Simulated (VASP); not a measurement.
# Ba15S17 (a cell with a defect) in VASP: single point with PBE

Aim: the single point of Ba15S17 (a cell with a defect) with PBE.

Program: VASP 6.6.1. These are calculated values, not measurements. Logs are shortened: lines on timing, memory, paths and dates and some standing lists are left out, and cuts for length are marked.

**1. The cell of the first run**

The cell holds a defect, 32 atoms: a = 11.135 Å, b = 11.135 Å, c = 11.135 Å, α = 109.47°, β = 109.47°, γ = 109.47°.

**2. Single point, PBE**

INCAR

```
ALGO     = Normal         # electronic algorithm
EDIFF    = 1E-7           # SCF threshold, eV
ENCUT    = 520            # plane-wave cutoff, eV
GGA      = PE             # functional
ISIF     = 2              # what is computed and relaxed
ISMEAR   = 0              # smearing method
LASPH    = T              # aspherical terms in the spheres
LCHARG   = F              # write CHGCAR
LREAL    = Auto         
LWAVE    = F              # write WAVECAR
NBANDS   = 148            # bands
NELM     = 100            # most SCF steps
PREC     = Accurate       # precision mode
SIGMA    = 0.01           # smearing width, eV
```

KPOINTS

```
Automatic mesh
0
Gamma
  2 2 2
  0.5 0.5 0.5
```

POSCAR

```
Ba15S17
1.0
   -6.4285179490      6.4285179490     -6.4285179490
    6.4285179490      6.4285179490      6.4285179490
    6.4285179490     -6.4285179490     -6.4285179490
S Ba
17 15
Direct
    0.2500000000      0.7500000000      0.0000000000
    0.2500000000      0.4979181960      0.7479181960
   -0.0020818040      0.7500000000      0.7479181960
    0.5000000000      0.5000000000      0.5000000000
    0.7500000000      0.0000000000      0.7500000000
    0.2500000000      0.7500000000      0.5000000000
    0.5000000000      0.2500000000      0.7500000000
    0.0000000000      0.0000000000      0.5000000000
    0.7500000000      0.5000000000      0.2500000000
    0.5020818040      0.7500000000      0.2520818040
    0.7500000000      0.2500000000      0.5000000000
   -0.0020818040      0.4979181960      0.0000000000
    0.2500000000      0.0020818040      0.2520818040
    0.0000000000      0.2500000000      0.2500000000
    0.7500000000      0.7500000000      0.0000000000
    0.5020818040      0.0020818040      0.0000000000
    0.2500000000      0.2500000000      0.0000000000
    0.0018636779     -0.0018636779      0.0000000000
    0.4981363221      0.7500000000      0.7518636779
    0.7500000000      0.2500000000      0.0000000000
    0.2500000000     -0.0018636779      0.7518636779
    0.4981363221      0.5018636779      0.0000000000
    0.0018636779      0.2537273559      0.7518636779
    0.7500000000      0.7500000000      0.5000000000
    0.4981363221     -0.0018636779      0.4962726441
    0.7537273559      0.5018636779      0.7518636779
    0.0018636779      0.7500000000      0.2481363221
    0.2500000000      0.2500000000      0.5000000000
    0.0018636779      0.5018636779      0.5037273559
    0.7462726441     -0.0018636779      0.2481363221
    0.4981363221      0.2462726441      0.2481363221
    0.2500000000      0.5018636779      0.2481363221
```

Potentials or basis: VASP PAW PBE potentials, release 64 (S, Ba_sv).

Launch:

```bash
$ cat potpaw_PBE.64/S/POTCAR potpaw_PBE.64/Ba_sv/POTCAR > POTCAR
$ mpirun -np 1 vasp_std > vasp.out
```

OUTCAR:

```text
EDIFF = 1E-7
   ENCUT = 520
   GGA = PE
   ISIF = 2
   ISMEAR = 0
   LASPH = T
   LREAL = Auto
   NELM = 100
   PREC = Accurate

 ion  position               nearest neighbor table
   1  0.250  0.750  0.000-
   2  0.250  0.498  0.748-  28 3.19  23 3.19  29 3.19  22 3.19  19 3.19
   3  0.998  0.750  0.748-  24 3.19  26 3.19  29 3.19  21 3.19  18 3.19
   4  0.500  0.500  0.500-  24 3.21  28 3.21  19 3.24  32 3.24  31 3.24  26 3.24
   5  0.750  0.000  0.750-  20 3.21  24 3.21  18 3.24  19 3.24  23 3.24  25 3.24
   6  0.250  0.750  0.500-  19 3.21  27 3.21  21 3.21  32 3.21  29 3.21  25 3.21
   7  0.500  0.250  0.750-  20 3.21  28 3.21  22 3.24  21 3.24  26 3.24  25 3.24
   8  0.000  0.000  0.500-  24 3.21  28 3.21  27 3.24  21 3.24  23 3.24  30 3.24
   9  0.750  0.500  0.250-  20 3.21  24 3.21  22 3.24  27 3.24  29 3.24  31 3.24
  10  0.502  0.750  0.252-  24 3.19  30 3.19  25 3.19  22 3.19  32 3.19
  11  0.750  0.250  0.500-  23 3.21  25 3.21  26 3.21  29 3.21  30 3.21  31 3.21
  12  0.998  0.498  0.000-  20 3.19  23 3.19  26 3.19  27 3.19  32 3.19
  13  0.250  0.002  0.252-  28 3.19  31 3.19  25 3.19  18 3.19  27 3.19
  14  0.000  0.250  0.250-  20 3.21  28 3.21  18 3.24  32 3.24  30 3.24  29 3.24
  15  0.750  0.750  0.000-  19 3.21  27 3.21  22 3.21  18 3.21  26 3.21  30 3.21
  16  0.502  0.002  0.000-  20 3.19  30 3.19  31 3.19  19 3.19  21 3.19
  17  0.250  0.250  0.000-  18 3.21  21 3.21  22 3.21  32 3.21  31 3.21  23 3.21
  18  0.002  0.998  0.000-   3 3.19  13 3.19  15 3.21  17 3.21   5 3.24  14 3.24  21 4.51  26 4.51
[... 15 lines left out ...]
  26  0.754  0.502  0.752-   3 3.19  12 3.19  11 3.21  15 3.21   7 3.24   4 3.24  23 4.51  29 4.51
                            27 4.51  18 4.51  20 4.55  24 4.55  28 4.58  25 4.58  31 4.58  22 4.58
  27  0.002  0.750  0.248-  12 3.19  13 3.19   6 3.21  15 3.21   9 3.24   8 3.24  25 4.51  18 4.51
                            26 4.51  32 4.51  20 4.55  28 4.55  24 4.58  21 4.58  22 4.58  30 4.58
  28  0.250  0.250  0.500-   2 3.19  13 3.19   7 3.21   8 3.21   4 3.21  14 3.21  22 4.55  18 4.55
                            19 4.55  27 4.55  29 4.55  31 4.55  23 4.55  25 4.55  21 4.58  32 4.58
  29  0.002  0.502  0.504-   2 3.19   3 3.19  11 3.21   6 3.21   9 3.24  14 3.24  23 4.51  26 4.51
                            19 4.51  21 4.51  24 4.55  28 4.55  20 4.58  30 4.58  31 4.58  32 4.58
  30  0.746  0.998  0.248-  10 3.19  16 3.19  11 3.21  15 3.21   8 3.24  14 3.24  25 4.51  31 4.51
                            19 4.51  22 4.51  20 4.55  24 4.55  28 4.58  29 4.58  23 4.58  27 4.58
  31  0.498  0.246  0.248-  13 3.19  16 3.19  11 3.21  17 3.21   4 3.24   9 3.24  25 4.51  30 4.51
                            18 4.51  21 4.51  28 4.55  20 4.55  24 4.58  29 4.58  26 4.58  22 4.58
  32  0.250  0.502  0.248-  10 3.19  12 3.19   6 3.21  17 3.21  14 3.24   4 3.24  25 4.51  23 4.51
                            22 4.51  27 4.51  20 4.55  24 4.55  28 4.58  18 4.58  19 4.58  29 4.58

  LATTYP: Found a body centered cubic cell.
 ALAT       =    12.8570358980

  Lattice vectors:

 A1 = (  -6.4285179490,   6.4285179490,  -6.4285179490)
 A2 = (   6.4285179490,   6.4285179490,   6.4285179490)
 A3 = (   6.4285179490,  -6.4285179490,  -6.4285179490)

Analysis of symmetry for initial positions (statically):
=====================================================================
 Subroutine PRICEL returns:
 Original cell was already a primitive cell.

 Routine SETGRP: Setting up the symmetry group for a
 body centered cubic supercell.

 Subroutine GETGRP returns: Found 48 space group operations
 (whereof  4 operations were pure point group operations)
 out of a pool of 48 trial point group operations.

The static configuration has the point symmetry C_2v.
 The point group associated with its full space group is O_h .

Analysis of symmetry for dynamics (positions and initial velocities):
=====================================================================
 Subroutine PRICEL returns:
 Original cell was already a primitive cell.

 Routine SETGRP: Setting up the symmetry group for a
 body centered cubic supercell.

 Subroutine GETGRP returns: Found 48 space group operations
 (whereof  4 operations were pure point group operations)
 out of a pool of 48 trial point group operations.

The dynamic configuration has the point symmetry C_2v.
 The point group associated with its full space group is O_h .

 Subroutine INISYM returns: Found 48 space group operations
 (whereof  4 operations are pure point group operations),
 and found     1 'primitive' translations

----------------------------------------------------------------------------------------

                                     Primitive cell

  volume of cell :    1062.6557

  direct lattice vectors                    reciprocal lattice vectors
    -6.428517949  6.428517949 -6.428517949     0.000000000  0.077778425 -0.077778425
     6.428517949  6.428517949  6.428517949     0.077778425  0.077778425  0.000000000
     6.428517949 -6.428517949 -6.428517949     0.077778425  0.000000000 -0.077778425

  length of vectors
    11.134519705 11.134519705 11.134519705     0.109995303  0.109995303  0.109995303

  position of ions in fractional coordinates (direct lattice)
     0.250000000  0.750000000  0.000000000
     0.250000000  0.497918196  0.747918196
     0.997918196  0.750000000  0.747918196
[... 79 lines left out ...]

  Length of vectors
     0.054997652  0.054997652  0.054997652

  Shift w.r.t. Gamma in fractional coordinates (k-lattice)
     0.500000000  0.500000000  0.500000000

 Subroutine IBZKPT returns following result:
 ===========================================

 Found      2 irreducible k-points:

 Following reciprocal coordinates:
            Coordinates               Weight
  0.250000  0.250000  0.250000      2.000000
 -0.250000  0.250000  0.250000      6.000000
   k-points           NKPTS =      2   k-points in BZ     NKDIM =      2   number of bands    NBANDS=    148
   number of dos      NEDOS =    301   number of ions     NIONS =     32
   total plane-waves  NPLWV = 592704
   dimension x,y,z NGX =    84 NGY =   84 NGZ =   84
   dimension x,y,z NGXF=   168 NGYF=  168 NGZF=  168
   ions per type =              17  15
   NGX,Y,Z   is equivalent  to a cutoff of  12.54, 12.54, 12.54 a.u.
   NGXF,Y,Z  is equivalent  to a cutoff of  25.08, 25.08, 25.08 a.u.
 SYSTEM =  unknown system
   PREC   = accura    normal or accurate (medium, high low for compatibility)
   ISTART =      0    job   : 0-new  1-cont  2-samecut
   ICHARG =      2    charge: 1-file 2-atom 10-const
   ISPIN  =      1    spin polarized calculation?
   LNONCOLLINEAR =      F non collinear calculations
   LSORBIT =      F    spin-orbit coupling
   LASPH  =      T    aspherical Exc in radial PAW
   ENCUT  =  520.0 eV  38.22 Ry    6.18 a.u.  20.70 20.70 20.70*2*pi/ulx,y,z
   NELM   =    100;   NELMIN=  2; NELMDL= -5     # of ELM steps
   EDIFF  = 0.1E-06   stopping-criterion for ELM
   LREAL  =      T    real-space projection
   EDIFFG = 0.1E-05   stopping-criterion for IOM
   NSW    =      0    number of steps for IOM
   IBRION =     -1    ionic relax: 0-MD 1-quasi-New 2-CG
   NFREE  =      0    steps in history (QN), initial steepest desc. (CG)
   ISIF   =      2    stress and relaxation
   ISYM   =      2    0-nonsym 1-usesym 2-fastsym
   POTIM  = 0.5000    time-step for ionic-motion
   TEBEG  =    0.0;   TEEND  =   0.0 temperature during run
   PSTRESS=    0.0 pullay stress
   NELECT =     252.0000    total number of electrons
   NUPDOWN=      -1.0000    fix difference up-down
   EMIN   =  10.00;   EMAX   =-10.00  energy-range for DOS
   EFERMI =   0.00;   METHOD = LEGACY
   ISMEAR =     0;   SIGMA  =   0.01  broadening in eV -4-tet -1-fermi 0-gaus
   EFERMI_NEDOS =   21; number of points for ismear=-14 and -15
   IALGO  =     38    algorithm
   IMIX   =      4    mixing-type and parameters
     AMIX     =   0.40;   BMIX     =  1.00
     AMIX_MAG =   1.60;   BMIX_MAG =  1.00
  volume/ion in A,a.u.               =      33.21       224.10
  Fermi-wavevector in a.u.,A,eV,Ry     =   1.013314  1.914886 13.970541  1.026806
  Thomas-Fermi vector in A             =   2.146476
   LORBIT       =      0    0 simple, 1 ext, 2 COOP (PROOUT), +10 PAW based schemes
   GGA     = PE    functional components
   LHFCALC =     F    Hartree Fock is set to
   AEXX    =    0.0000 exact exchange contribution
   IVDW    =     0    specifies the selected vdW correction
   LEPSILON=     F    determine dielectric tensor
   LRPA    =     F    only Hartree local field effects (RPA)
 non-spin polarized calculation
 Gauss-broadening in eV      SIGMA  =   0.01
  energy-cutoff  :      520.00
  volume of cell :     1062.66
 maximum number of plane-waves:     28640
 NGX is ok and might be reduce to    84
   NGX = 41   NGY = 41   NGZ = 41

 number of electron     252.0000006 magnetization

 Free energy of the ion-electron system (eV)
  ---------------------------------------------------
  ext. energy  EPLUGINS =         0.00000000
  ---------------------------------------------------
  free energy    TOTEN  =      -157.05079314 eV

  energy without entropy =     -157.04338685  energy(sigma->0) =     -157.04708999

 E-fermi :   1.6599     XC(G=0):  -8.4897

 val. band max:        1.6587320954   @ k =   0.2500   0.2500   0.2500
 cond. band min:       2.0089793482   @ k =  -0.2500   0.2500   0.2500
 fundamental gap:      0.3502472528
 Fermi energy:         1.6598818349

 k-point     1 :       0.2500    0.2500    0.2500
  band No.  band energies     occupation
      1     -24.8824      2.00000
      2     -24.8824      2.00000
      3     -24.8824      2.00000
      4     -24.8674      2.00000
      5     -24.8583      2.00000
      6     -24.8583      2.00000
[... 130 lines left out ...]
    137       4.7768      0.00000
    138       4.9747      0.00000

 k-point     2 :      -0.2500    0.2500    0.2500
  band No.  band energies     occupation
      1     -24.8904      2.00000
      2     -24.8780      2.00000
      3     -24.8763      2.00000
      4     -24.8623      2.00000
      5     -24.8623      2.00000
      6     -24.8608      2.00000
[... 130 lines left out ...]
    137       5.3495      0.00000
    138       5.6862      0.00000
 [bands above 138 left out]

------------------------ aborting loop because EDIFF is reached ----------------------------------------

  FORCE on cell =-STRESS in cart. coord.  units (eV):
  Direction    XX          YY          ZZ          XY          YZ          ZX
  --------------------------------------------------------------------------------------
  -------------------------------------------------------------------------------------
  Total       -0.3512993     -0.3512993     -0.3512993     -0.0000000     -0.0000000      0.0000000
  in kB       -0.5296577     -0.5296577     -0.5296577     -0.0000000     -0.0000000      0.0000000
  external PRESSURE =      -0.5296577 kB  Pullay stress =       0.0000000 kB

 VOLUME and BASIS-vectors are now :
 -----------------------------------------------------------------------------
  energy-cutoff  :      520.00
  volume of cell :     1062.66
      direct lattice vectors                 reciprocal lattice vectors
    -6.428517949  6.428517949 -6.428517949     0.000000000  0.077778425 -0.077778425
     6.428517949  6.428517949  6.428517949     0.077778425  0.077778425  0.000000000
     6.428517949 -6.428517949 -6.428517949     0.077778425  0.000000000 -0.077778425

 POSITION                                       TOTAL-FORCE (eV/Angst)
 -----------------------------------------------------------------------------------
      3.21426      6.42852      3.21426         0.000000      0.000000     -0.000000
      6.40175      0.00000     -3.21426        -0.000297      0.000000     -0.000000
      3.21426      6.42852     -6.40175         0.000000      0.000000      0.000297
      3.21426      3.21426     -3.21426         0.000000      0.000000     -0.000000
      0.00000      0.00000     -9.64278         0.000000      0.000000     -0.000000
      6.42852      3.21426      0.00000         0.000000      0.000000     -0.000000
[... 24 lines left out ...]
     -0.02396      3.19030     -3.21426         0.010388      0.010388     -0.000000
      3.21426      3.23822      0.02396         0.000000     -0.010388     -0.010388
 -----------------------------------------------------------------------------------
    total drift:                                0.000006     -0.000000      0.000006

  FREE ENERGIE OF THE ION-ELECTRON SYSTEM (eV)
  ---------------------------------------------------
  free  energy   TOTEN  =      -157.0507931388 eV

  energy  without entropy=     -157.0433868453  energy(sigma->0) =     -157.04708999
```

Run time: 18 min. Hardware: 1 thread of Intel Xeon Platinum 8375C at 2.90GHz (Ice Lake), shared host; peak memory 1.2 GiB.

What came out:

```yaml
Free_energy: -157.0508 eV
Pressure: -0.1 GPa
Largest_force: 0.015 eV/Å
Band_gap_on_the_k_mesh: zero (filled and empty bands touch)
```

Forces on the atoms (eV/Å):
```
S    0.000  0.000  0.000
S    0.000  0.000  0.000
S    0.000  0.000  0.000
S    0.000  0.000  0.000
S    0.000  0.000  0.000
S    0.000  0.000  0.000
S    0.000  0.000  0.000
S    0.000  0.000  0.000
S    0.000  0.000  0.000
S    0.000  0.000  0.000
S    0.000  0.000  0.000
S    0.000  0.000  0.000
S    0.000  0.000  0.000
S    0.000  0.000  0.000
S    0.000  0.000  0.000
S    0.000  0.000  0.000
S    0.000  0.000  0.000
Ba   0.010  0.000  0.010
Ba  -0.010  0.010  0.000
Ba   0.000  0.000  0.000
Ba   0.000  0.010  0.010
Ba  -0.010  0.000 -0.010
Ba  -0.010 -0.010  0.000
Ba   0.000  0.000  0.000
Ba   0.010  0.000 -0.010
Ba   0.000 -0.010  0.010
Ba   0.010 -0.010  0.000
Ba   0.000  0.000  0.000
Ba  -0.010  0.000  0.010
Ba   0.000  0.010 -0.010
Ba   0.010  0.010  0.000
Ba   0.000 -0.010 -0.010
```

Levels at points of the mesh, in eV from the Fermi level:
```tsv
k point	band 123	band 124	band 125	band 126	band 127	band 128	band 129	band 130	band 131	band 132
(0.25, 0.25, 0.25)	-0.96	-0.74	-0.74	0.00	0.00	0.00	3.05	3.05	3.10	3.10
```

Caveat: spin-orbit coupling is left out, which moves the levels of the heavy elements.

The gap in the log of VASP goes by the Fermi energy; the results here count the filled bands.